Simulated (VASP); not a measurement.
Runs of VASP 6.6.1 on Mg2SO. The structure is that of space group R-3m (No. 166), or close to it. The cells are those of the table. 

```csv
task,cell,k mesh,cutoff (eV),smearing,gap on the mesh (eV),pressure (GPa),relaxed volume (Å³/atom),largest force (eV/Å)
single point,"a = 5.877 Å, angles 33.3°, 4 atoms",6 × 6 × 6,520,gaussian 0.1 eV,0.94,-0.6,-,0.02
single point,"a = 5.877 Å, angles 33.3°, 4 atoms",9 × 9 × 9,520,gaussian 0.01 eV,(b),-0.4,-,-
relaxation of cell and atoms,"relaxed from a = 5.877 Å, angles 33.3°, 4 atoms",9 × 9 × 9,600,gaussian 0.01 eV,(a),0.0,13.54,-
relaxation of cell and atoms,"relaxed from a = 5.934 Å, angles 33.6°, 4 atoms",6 × 6 × 6,600,gaussian 0.1 eV,0.94,0.1,13.53,0.03
```

Alike in all rows: level PBE; potentials or basis VASP PAW PBE potentials, release 64 (Mg, S, O); no spin polarisation.

Question: Fill in the values left out.

Answer: (a) 0.93; (b) 0.92.

Caveats: the relaxation stopped at a loose force limit of 0.05 eV/Å, so its end isn't a converged minimum (some runs).

A k mesh can miss the band edges.
